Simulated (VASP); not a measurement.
# P (Cmce) in VASP: a series of runs, part 2 of 2

VASP 6.6.1.

**3. Relaxation of cell and atoms, PBE**

This run uses another cell than the first one, of 19.03 Å³/atom.

INCAR reads:

```
ALGO = Normal
EDIFF = 1E-6
EDIFFG = -0.002
ENCUT = 600
GGA = PE
IBRION = 2
ISIF = 3
ISMEAR = 0
LASPH = T
LCHARG = F
LREAL = F
LWAVE = F
NELM = 80
NSW = 80
PREC = Accurate
SIGMA = 0.02
```

KPOINTS reads:

```
k-points
0
Gamma
  9 9 9
```

POSCAR reads:

```
P
1.0
    1.6582000000     -5.2420000000      0.0000000000
    1.6582000000      5.2420000000      0.0000000000
    0.0000000000      0.0000000000      4.3793000000
P
4
Direct
    0.8983800000      0.1016200000      0.0806800000
    0.6016200000      0.3983800000      0.5806800000
    0.1016200000      0.8983800000      0.9193200000
    0.3983800000      0.6016200000      0.4193200000
```

Potentials or basis: VASP PAW PBE potentials, release 64 (P).

Run with:

```bash
cat potpaw_PBE.64/P/POTCAR > POTCAR
mpirun -np 1 vasp_std > vasp.out
```

OUTCAR:

```text
EDIFF = 1E-6
   EDIFFG = -0.002
   ENCUT = 600
   GGA = PE
   IBRION = 2
   ISIF = 3
   ISMEAR = 0
   LASPH = T
   LREAL = F
   NELM = 80
   NSW = 80
   PREC = Accurate

 ion  position               nearest neighbor table
   1  0.898  0.102  0.081-   4 2.22   4 2.22   3 2.24
   2  0.602  0.398  0.581-   3 2.22   3 2.22   4 2.24
   3  0.102  0.898  0.919-   2 2.22   2 2.22   1 2.24
   4  0.398  0.602  0.419-   1 2.22   1 2.22   2 2.24

  LATTYP: Found a base centered orthorhombic cell.
 ALAT       =     3.3164000000
 B/A-ratio  =     3.1612591967
 C/A-ratio  =     1.3204981305

  Lattice vectors:

 A1 = (   1.6582000000,  -5.2420000000,   0.0000000000)
 A2 = (   1.6582000000,   5.2420000000,   0.0000000000)
 A3 = (   0.0000000000,   0.0000000000,   4.3793000000)

Analysis of symmetry for initial positions (statically):
=====================================================================
 Subroutine PRICEL returns:
 Original cell was already a primitive cell.

 Routine SETGRP: Setting up the symmetry group for a
 base centered orthorhombic supercell.

 Subroutine GETGRP returns: Found  8 space group operations
 (whereof  4 operations were pure point group operations)
 out of a pool of  8 trial point group operations.

The static configuration has the point symmetry C_2h.
 The point group associated with its full space group is D_2h.

Analysis of symmetry for dynamics (positions and initial velocities):
=====================================================================
 Subroutine PRICEL returns:
 Original cell was already a primitive cell.

 Routine SETGRP: Setting up the symmetry group for a
 base centered orthorhombic supercell.

 Subroutine GETGRP returns: Found  8 space group operations
 (whereof  4 operations were pure point group operations)
 out of a pool of  8 trial point group operations.

The dynamic configuration has the point symmetry C_2h.
 The point group associated with its full space group is D_2h.

 Subroutine INISYM returns: Found  8 space group operations
 (whereof  4 operations are pure point group operations),
 and found     1 'primitive' translations

----------------------------------------------------------------------------------------

                                     Primitive cell

  volume of cell :      76.1322

  direct lattice vectors                    reciprocal lattice vectors
     1.658200000 -5.242000000  0.000000000     0.301531781 -0.095383441  0.000000000
     1.658200000  5.242000000  0.000000000     0.301531781  0.095383441  0.000000000
     0.000000000  0.000000000  4.379300000     0.000000000  0.000000000  0.228346996

  length of vectors
     5.498017028  5.498017028  4.379300000     0.316258464  0.316258464  0.228346996

  position of ions in fractional coordinates (direct lattice)
     0.898380000  0.101620000  0.080680000
     0.601620000  0.398380000  0.580680000
     0.101620000  0.898380000  0.919320000
     0.398380000  0.601620000  0.419320000

  ion indices of the primitive-cell ions
   primitive index   ion index
                 1           1
                 2           2
                 3           3
                 4           4

----------------------------------------------------------------------------------------

 KPOINTS: k-points

Automatic generation of k-mesh.
[... 70 lines left out ...]
   IBRION =      2    ionic relax: 0-MD 1-quasi-New 2-CG
   NFREE  =      1    steps in history (QN), initial steepest desc. (CG)
   ISIF   =      3    stress and relaxation
   ISYM   =      2    0-nonsym 1-usesym 2-fastsym
   POTIM  = 0.5000    time-step for ionic-motion
   TEBEG  =    0.0;   TEEND  =   0.0 temperature during run
   PSTRESS=    0.0 pullay stress
   NELECT =      20.0000    total number of electrons
   NUPDOWN=      -1.0000    fix difference up-down
   EMIN   =  10.00;   EMAX   =-10.00  energy-range for DOS
   EFERMI =   0.00;   METHOD = LEGACY
   ISMEAR =     0;   SIGMA  =   0.02  broadening in eV -4-tet -1-fermi 0-gaus
   EFERMI_NEDOS =   21; number of points for ismear=-14 and -15
   IALGO  =     38    algorithm
   IMIX   =      4    mixing-type and parameters
     AMIX     =   0.40;   BMIX     =  1.00
     AMIX_MAG =   1.60;   BMIX_MAG =  1.00
  volume/ion in A,a.u.               =      19.03       128.44
  Fermi-wavevector in a.u.,A,eV,Ry     =   1.048484  1.981348 14.957149  1.099319
  Thomas-Fermi vector in A             =   2.183408
   LORBIT       =      0    0 simple, 1 ext, 2 COOP (PROOUT), +10 PAW based schemes
   GGA     = PE    functional components
   LHFCALC =     F    Hartree Fock is set to
   AEXX    =    0.0000 exact exchange contribution
   IVDW    =     0    specifies the selected vdW correction
   LEPSILON=     F    determine dielectric tensor
   LRPA    =     F    only Hartree local field effects (RPA)
 conjugate gradient relaxation of ions
 non-spin polarized calculation
 Gauss-broadening in eV      SIGMA  =   0.02
  energy-cutoff  :      600.00
  volume of cell :       76.13
 maximum number of plane-waves:      2566
 NGX is ok and might be reduce to    48
   NGX = 21   NGY = 21   NGZ = 17

--------------------------------------- Ionic step        1  -------------------------------------------

 number of electron      20.0000000 magnetization

 Free energy of the ion-electron system (eV)
  ---------------------------------------------------
  ext. energy  EPLUGINS =         0.00000000
  ---------------------------------------------------
  free energy    TOTEN  =       -21.46804638 eV

  energy without entropy =      -21.46794918  energy(sigma->0) =      -21.46799778

------------------------ aborting loop because EDIFF is reached ----------------------------------------

  FORCE on cell =-STRESS in cart. coord.  units (eV):
  Direction    XX          YY          ZZ          XY          YZ          ZX
  --------------------------------------------------------------------------------------
  -------------------------------------------------------------------------------------
  Total        0.5832921      1.1388317      0.7838174      0.0000000     -0.0000000      0.0000000
  in kB       12.2751855     23.9663295     16.4951717      0.0000000     -0.0000000      0.0000000
  external PRESSURE =      17.5788956 kB  Pullay stress =       0.0000000 kB
[... 95 lines left out ...]
  FREE ENERGIE OF THE ION-ELECTRON SYSTEM (eV)
  ---------------------------------------------------
  free  energy   TOTEN  =       -21.4775661534 eV

  energy  without entropy=      -21.4775053558  energy(sigma->0) =      -21.47753575

[... ionic steps 4 to 56 ...]

--------------------------------------- Ionic step       57  -------------------------------------------

 number of electron      19.9999999 magnetization

------------------------ aborting loop because EDIFF is reached ----------------------------------------
[... 71 lines left out ...]
--------------------------------------- Ionic step       59  -------------------------------------------

 number of electron      19.9999999 magnetization

 Free energy of the ion-electron system (eV)
  ---------------------------------------------------
  ext. energy  EPLUGINS =         0.00000000
  ---------------------------------------------------
  free energy    TOTEN  =       -21.50827183 eV

  energy without entropy =      -21.50827183  energy(sigma->0) =      -21.50827183

 E-fermi :   5.3673     XC(G=0):  -9.2060

 val. band max:        5.2605430218   @ k =  -0.4444   0.4444   0.0000
 cond. band min:       5.5224171995   @ k =  -0.4444   0.4444   0.0000
 fundamental gap:      0.2618741777
 Fermi energy:         5.3673151955

 k-point     1 :       0.0000    0.0000    0.0000
  band No.  band energies     occupation
      1     -10.1863      2.00000
      2      -7.5326      2.00000
      3      -4.2947      2.00000
      4      -1.1575      2.00000
      5       0.3392      2.00000
      6       0.5467      2.00000
      7       1.5034      2.00000
      8       2.7062      2.00000
      9       3.0157      2.00000
     10       4.3335      2.00000
     11       6.0589      0.00000
     12       6.5287      0.00000
     13       7.4223      0.00000
     14       8.2160      0.00000
[... 377 lines left out ...]
      1      -9.9445      2.00000
      2      -7.6150      2.00000
      3      -4.3131      2.00000
      4      -0.4767      2.00000
      5      -0.1541      2.00000
      6       0.1376      2.00000
      7       0.6931      2.00000
      8       2.3413      2.00000
      9       3.7413      2.00000
     10       5.1654      2.00000
     11       5.5918      0.00000
     12       7.3504      0.00000
     13       7.5261      0.00000
     14       8.5883      0.00000

 [... further k-points ...]
[... 5 lines left out ...]
  --------------------------------------------------------------------------------------
  -------------------------------------------------------------------------------------
  Total        0.0027448      0.0020625      0.0014391      0.0000000     -0.0000000      0.0000000
  in kB        0.0515007      0.0386987      0.0270027      0.0000000     -0.0000000      0.0000000
  external PRESSURE =       0.0390674 kB  Pullay stress =       0.0000000 kB
[... 19 lines left out ...]
  FREE ENERGIE OF THE ION-ELECTRON SYSTEM (eV)
  ---------------------------------------------------
  free  energy   TOTEN  =       -21.5082718326 eV

  energy  without entropy=      -21.5082718326  energy(sigma->0) =      -21.50827183

 reached required accuracy - stopping structural energy minimisation
```

Run time: 27 min. Hardware: 1 thread of Intel Xeon 6975P-C (Granite Rapids), shared host; peak memory 0.36 GiB.

Results:

| Item | Value |
| --- | --- |
| Free energy | -21.5083 eV |
| Relaxed volume | 21.35 Å³/atom |
| Relaxed cell | a = 5.897 Å, b = 5.897 Å, c = 4.563 Å, α = 90.00°, β = 90.00°, γ = 147.44° |
| Space group after relaxing (to 0.1 Å) | Cmce (No. 64) |
| Energy gained by relaxing | 10.1 meV/atom |
| Ionic steps | 59 |
| Pressure after relaxing | 0.0 GPa |
| Band gap on the k mesh | 0.26 eV |

Step by step:
| step | energy change (eV) | largest force (eV/Å) | pressure (GPa) | volume (Å³) |
| --- | --- | --- | --- | --- |
| 1 | 0.0000 | 0.0598 | 1.76 | 76.13 |
| 3 | -0.0095 | 0.1519 | 0.03 | 77.73 |
| 5 | -0.0233 | 0.1696 | 0.22 | 79.55 |
| 7 | -0.0262 | 0.2624 | 0.44 | 80.81 |
| 9 | -0.0333 | 0.1762 | 0.24 | 81.92 |
| 11 | -0.0389 | 0.0172 | -0.08 | 84.01 |
| 13 | -0.0394 | 0.0102 | 0.06 | 84.39 |
| 15 | -0.0395 | 0.0238 | 0.15 | 84.57 |
| 17 | -0.0398 | 0.0252 | -0.08 | 85.24 |
| 19 | -0.0401 | 0.0154 | -0.01 | 85.48 |
| 21 | -0.0402 | 0.0140 | 0.03 | 85.59 |
| 23 | -0.0402 | 0.0006 | -0.03 | 85.63 |
| 25 | -0.0402 | 0.0036 | -0.03 | 85.62 |
| 27 | -0.0402 | 0.0036 | 0.00 | 85.55 |
| 29 | -0.0402 | 0.0049 | -0.02 | 85.49 |
| 31 | -0.0402 | 0.0012 | 0.00 | 85.52 |
| 33 | -0.0402 | 0.0025 | -0.02 | 85.51 |
| 35 | -0.0402 | 0.0019 | -0.01 | 85.49 |
| 37 | -0.0402 | 0.0027 | 0.00 | 85.43 |
| 39 | -0.0402 | 0.0011 | 0.00 | 85.46 |
| 41 | -0.0402 | 0.0015 | -0.01 | 85.45 |
| 43 | -0.0402 | 0.0017 | 0.00 | 85.44 |
| 45 | -0.0402 | 0.0045 | 0.00 | 85.42 |
| 47 | -0.0402 | 0.0018 | -0.01 | 85.40 |
| 49 | -0.0402 | 0.0019 | 0.00 | 85.39 |
| 51 | -0.0402 | 0.0017 | 0.01 | 85.40 |
| 53 | -0.0402 | 0.0011 | 0.00 | 85.39 |
| 55 | -0.0402 | 0.0062 | 0.01 | 85.38 |
| 57 | -0.0402 | 0.0030 | 0.01 | 85.39 |
| 59 | -0.0402 | 0.0018 | 0.00 | 85.39 |

Final structure:
```
P
1.0
     1.65313   -5.66050    0.00000
     1.65313    5.66050    0.00000
     0.00000    0.00000    4.56256
P
4
Direct
  0.90652 0.09348 0.08690
  0.59348 0.40652 0.58690
  0.09348 0.90652 0.91310
  0.40652 0.59348 0.41310
```

A k mesh can miss the band edges. Zero-point motion and thermal expansion aren't in these numbers.
